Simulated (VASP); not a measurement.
# Ge (P-1) in VASP: further runs

Ge is run at these levels: PBEsol+D3(BJ); tasks: single point.

Program: VASP 6.6.1. These are calculated values, not measurements. Logs are shortened: lines on timing, memory, paths and dates and some standing lists are left out, and cuts for length are marked.

## (1) The cell of the first run

The typed cell holds 1 atom: a = 3.014 Å, b = 2.893 Å, c = 2.700 Å, α = 93.91°, β = 88.87°, γ = 123.54°.

## (2) Single point, PBEsol+D3(BJ)

INCAR

```
SYSTEM = Ge
  ALGO = Normal
  EDIFF = 1E-6
  ENCUT = 500
  GGA = PS
  GGA_COMPAT = .FALSE.
  ISIF = 2
  ISMEAR = -1
  IVDW = 12
  LASPH = .TRUE.
  LCHARG = .FALSE.
  LREAL = .FALSE.
  LWAVE = .FALSE.
  NBANDS = 13
  NELM = 120
  PREC = Accurate
  SIGMA = 0.1
```

KPOINTS

```
k-points
0
G
  14 14 13
  0 0 0
```

POSCAR

```
Ge
1.0
    1.4621619000     -2.6354447250      0.0300841750
    1.3321361000      2.5655872750     -0.0999416250
   -0.0674557750     -0.0674557750      2.6982310000
Ge
1
Direct
    0.5000000000      0.5000000000      0.0000000000
```

Potentials or basis: VASP PAW PBE potentials, release 64 (Ge_d).

On the command line:

```sh
> cat potpaw_PBE.64/Ge_d/POTCAR > POTCAR
> mpirun -np 1 vasp_std > vasp.out
```

OUTCAR:

```text
SYSTEM = Ge
   EDIFF = 1E-6
   ENCUT = 500
   GGA = PS
   ISIF = 2
   ISMEAR = -1
   IVDW = 12
   LASPH = .TRUE.
   LREAL = .FALSE.
   NELM = 120
   PREC = Accurate
 IVDW          = 12

 ion  position               nearest neighbor table
   1  0.500  0.500  0.000-

  LATTYP: Found a triclinic cell.
 ALAT       =     2.8925443787
 B/A-ratio  =     0.9666381997
 C/A-ratio  =     0.9334055123
 COS(alpha) =     0.0493133583
 COS(beta)  =     0.0681965196
 COS(gamma) =     0.4389566682

  Lattice vectors:

 A1 = (   1.3321361000,   2.5655872750,  -0.0999416250)
 A2 = (   2.7942980000,  -0.0698574500,  -0.0698574500)
 A3 = (   0.0674557750,   0.0674557750,  -2.6982310000)

Analysis of symmetry for initial positions (statically):
=====================================================================
 Subroutine PRICEL returns:
 Original cell was already a primitive cell.

 Routine SETGRP: Setting up the symmetry group for a
 triclinic supercell.

 Subroutine GETGRP returns: Found  2 space group operations
 (whereof  2 operations were pure point group operations)
 out of a pool of  2 trial point group operations.

The static configuration has the point symmetry S_2 .

Analysis of symmetry for dynamics (positions and initial velocities):
=====================================================================
 Subroutine PRICEL returns:
 Original cell was already a primitive cell.

 Routine SETGRP: Setting up the symmetry group for a
 triclinic supercell.

 Subroutine GETGRP returns: Found  2 space group operations
 (whereof  2 operations were pure point group operations)
 out of a pool of  2 trial point group operations.

The dynamic configuration has the point symmetry S_2 .

 Subroutine INISYM returns: Found  2 space group operations
 (whereof  2 operations are pure point group operations),
 and found     1 'primitive' translations

----------------------------------------------------------------------------------------

                                     Primitive cell

  volume of cell :      19.5696

  direct lattice vectors                    reciprocal lattice vectors
     1.462161900 -2.635444725  0.030084175     0.353394719 -0.183328375  0.004251659
     1.332136100  2.565587275 -0.099941625     0.363267353  0.201704325  0.014124292
    -0.067455775 -0.067455775  2.698231000     0.009515101  0.009515101  0.371088946

  length of vectors
     3.014032412  2.892544379  2.699916868     0.398139670  0.415749083  0.371332843
[... 86 lines left out ...]
   ISYM   =      2    0-nonsym 1-usesym 2-fastsym
   POTIM  = 0.5000    time-step for ionic-motion
   TEBEG  =    0.0;   TEEND  =   0.0 temperature during run
   PSTRESS=    0.0 pullay stress
   NELECT =      14.0000    total number of electrons
   NUPDOWN=      -1.0000    fix difference up-down
   EMIN   =  10.00;   EMAX   =-10.00  energy-range for DOS
   EFERMI =   0.00;   METHOD = LEGACY
   ISMEAR =    -1;   SIGMA  =   0.10  broadening in eV -4-tet -1-fermi 0-gaus
   EFERMI_NEDOS =   21; number of points for ismear=-14 and -15
   IALGO  =     38    algorithm
   IMIX   =      4    mixing-type and parameters
     AMIX     =   0.40;   BMIX     =  1.00
     AMIX_MAG =   1.60;   BMIX_MAG =  1.00
  volume/ion in A,a.u.               =      19.57       132.06
  Fermi-wavevector in a.u.,A,eV,Ry     =   1.464165  2.766870 29.167875  2.143778
  Thomas-Fermi vector in A             =   2.580173
   LORBIT       =      0    0 simple, 1 ext, 2 COOP (PROOUT), +10 PAW based schemes
   GGA     = PS    functional components
   LHFCALC =     F    Hartree Fock is set to
   AEXX    =    0.0000 exact exchange contribution
   IVDW    =    12    specifies the selected vdW correction
   LEPSILON=     F    determine dielectric tensor
   LRPA    =     F    only Hartree local field effects (RPA)
 non-spin polarized calculation
  energy-cutoff  :      500.00
  volume of cell :       19.57
 maximum number of plane-waves:       508
 NGX is ok and might be reduce to    24
   NGX = 11   NGY = 11   NGZ =  9

 number of electron      13.9999990 magnetization

 Free energy of the ion-electron system (eV)
  ---------------------------------------------------
  ext. energy  EPLUGINS =         0.00000000
  ---------------------------------------------------
  free energy    TOTEN  =        -4.72605305 eV

  energy without entropy =       -4.71152437  energy(sigma->0) =       -4.71878871

 E-fermi :   6.1180     XC(G=0): -11.1976

 val. band max:        6.1152290311   @ k =  -0.4286   0.0714   0.4615
 cond. band min:       6.1235800800   @ k =   0.4286  -0.2143   0.3077
 fundamental gap:      0.0083510490
 Fermi energy:         6.1179700578

 k-point     1 :       0.0000    0.0000    0.0000
  band No.  band energies     occupation
      1     -18.5633      2.00000
      2     -18.5046      2.00000
      3     -18.4440      2.00000
      4     -18.3506      2.00000
      5     -18.3310      2.00000
      6      -6.7880      2.00000
      7      12.7541      0.00000
      8      13.2671      0.00000
      9      14.7093      0.00000
     10      16.3333      0.00000
     11      18.5787      0.00000
     12      20.1651      0.00000
     13      21.7712      0.00000
[... 354 lines left out ...]
  band No.  band energies     occupation
      1     -18.5421      2.00000
      2     -18.4627      2.00000
      3     -18.4498      2.00000
      4     -18.3545      2.00000
      5     -18.3492      2.00000
      6      -5.8727      2.00000
      7       9.6141      0.00000
      8      11.3383      0.00000
      9      13.6098      0.00000
     10      16.3421      0.00000
     11      17.8236      0.00000
     12      20.3803      0.00000
     13      26.0765      0.00000

 [... further k-points ...]

------------------------ aborting loop because EDIFF is reached ----------------------------------------

 Edisp (eV)   -0.31424

 E8    (eV) :    -0.2095

  FORCE on cell =-STRESS in cart. coord.  units (eV):
  Direction    XX          YY          ZZ          XY          YZ          ZX
  --------------------------------------------------------------------------------------
  -------------------------------------------------------------------------------------
  Total      -0.65307    -0.86477    -0.89511     0.03209     0.22062     0.26046
  in kB     -53.46686   -70.79914   -73.28351     2.62748    18.06197    21.32382
  external pressure =      -65.85 kB  Pullay stress =        0.00 kB

 VOLUME and BASIS-vectors are now :
 -----------------------------------------------------------------------------
  energy-cutoff  :      500.00
  volume of cell :       19.57
      direct lattice vectors                 reciprocal lattice vectors
     1.462161900 -2.635444725  0.030084175     0.353394719 -0.183328375  0.004251659
     1.332136100  2.565587275 -0.099941625     0.363267353  0.201704325  0.014124292
    -0.067455775 -0.067455775  2.698231000     0.009515101  0.009515101  0.371088946

 POSITION                                       TOTAL-FORCE (eV/Angst)
 -----------------------------------------------------------------------------------
      1.39715     -0.03493     -0.03493         0.000000     -0.000000      0.000000
 -----------------------------------------------------------------------------------
    total drift:                               -0.000000     -0.000000     -0.000000

  FREE ENERGIE OF THE ION-ELECTRON SYSTEM (eV)
  ---------------------------------------------------
  free  energy   TOTEN  =        -5.0402924818 eV

  energy  without entropy=       -5.0257637966  energy(sigma->0) =       -5.03302814
```

stdout:

```text
POSCAR found type information on POSCAR Ge
 POSCAR found :  1 types and       1 ions
 scaLAPACK will be used
 -----------------------------------------------------------------------------
|                                                                             |
|                                                                             |
|     You enforced a specific xc type in the INCAR file but a different       |
|     I HOPE YOU KNOW WHAT YOU ARE DOING!                                     |
|                                                                             |
 -----------------------------------------------------------------------------

 LDA part: xc-table for (Slater+PW92), standard interpolation
 POSCAR, INCAR and KPOINTS ok, starting setup
 FFT: planning ... GRIDC
 FFT: planning ... GRID_SOFT
 FFT: planning ... GRID
 WAVECAR not read
 entering main loop
```

It took 2 min on 1 thread of Intel Xeon Platinum 8375C at 2.90GHz (Ice Lake), shared host; peak memory 0.38 GiB.

Results:

| Quantity | Value |
| --- | --- |
| Free energy | -5.0403 eV |
| Pressure | -6.6 GPa |
| Band gap on the k mesh | zero (bands 7 and 8 overlap by 9.41 eV) |
| Dispersion energy per atom | -0.314 eV |

Levels at points of the mesh, in eV from the Fermi level:
```csv
k point,band 4,band 5,band 6,band 7,band 8,band 9,band 10,band 11
"(0.00, 0.00, 0.00)",-24.47,-24.45,-12.91,6.64,7.15,8.59,10.22,12.46
"(0.50, 0.00, 0.00)",-24.47,-24.47,-8.15,-5.44,4.20,8.20,10.26,15.98
"(0.00, 0.50, 0.00)",-24.48,-24.46,-7.49,-5.19,2.72,6.77,10.43,15.43
"(0.50, 0.50, 0.00)",-24.48,-24.46,-8.67,-5.55,5.24,9.18,9.72,15.06
```

Caveat: three body term missing; the cell stands under tension; the PAW data sets were made with another functional, which shifts forces and pressure a little.

## (3) Single point, PBEsol+D3(BJ)

INCAR

```
SYSTEM = Ge
PREC = Accurate ; ENCUT = 500
EDIFF = 1E-6 ; ISMEAR = -1
SIGMA = 0.1 ; LREAL = .FALSE.
LASPH = .TRUE. ; NELM = 120
ALGO = Normal ; ISIF = 2
LWAVE = .FALSE. ; LCHARG = .TRUE.
GGA = PS ; IVDW = 12
LELF = .TRUE. ; LVHAR = .TRUE.
NBANDS = 13 ; GGA_COMPAT = .FALSE.
```

KPOINTS

```
regular mesh
0
G
  14 14 13
  0 0 0
```

POSCAR

```
Ge
1.0
    1.3321361000     -2.5655872750     -0.0300841750
    1.4621619000      2.6354447250      0.0999416250
    0.0674557750      0.0674557750      2.6982310000
Ge
1
Direct
    0.5000000000      0.5000000000      0.0000000000
```

Potentials or basis: VASP PAW PBE potentials, release 64 (Ge_d).

On the command line:

```sh
> cat potpaw_PBE.64/Ge_d/POTCAR > POTCAR
> mpirun -np 1 vasp_std > vasp.out
```

Wall time 2.3 min (1 thread of Intel Xeon Platinum 8375C at 2.90GHz (Ice Lake), shared host); peak memory 0.37 GiB.

It converged, with:

```
Free energy                : -5.0412 eV
Pressure                   : -6.7 GPa
Band gap on the k mesh     : zero (bands 7 and 8 overlap by 9.38 eV)
Dispersion energy per atom : -0.314 eV
```

Stress tensor (GPa, compression positive):
```
-5.42 -0.12 -1.90
-0.12 -7.11 -1.70
-1.90 -1.70 -7.47
```

Levels at points of the mesh, in eV from the Fermi level:
| k point | band 4 | band 5 | band 6 | band 7 | band 8 | band 9 | band 10 | band 11 |
| --- | --- | --- | --- | --- | --- | --- | --- | --- |
| (0.00, 0.00, 0.00) | -24.47 | -24.45 | -12.91 | 6.61 | 7.17 | 8.59 | 10.21 | 12.46 |
| (0.50, 0.00, 0.00) | -24.49 | -24.47 | -7.51 | -5.21 | 2.75 | 6.82 | 10.72 | 16.52 |
| (0.00, 0.50, 0.00) | -24.48 | -24.47 | -8.13 | -5.43 | 4.16 | 8.14 | 10.00 | 15.06 |
| (0.50, 0.50, 0.00) | -24.48 | -24.46 | -8.67 | -5.55 | 5.23 | 9.17 | 9.74 | 15.12 |

Caveat: three body term missing; the cell stands under tension; the PAW data sets were made with another functional, which shifts forces and pressure a little.
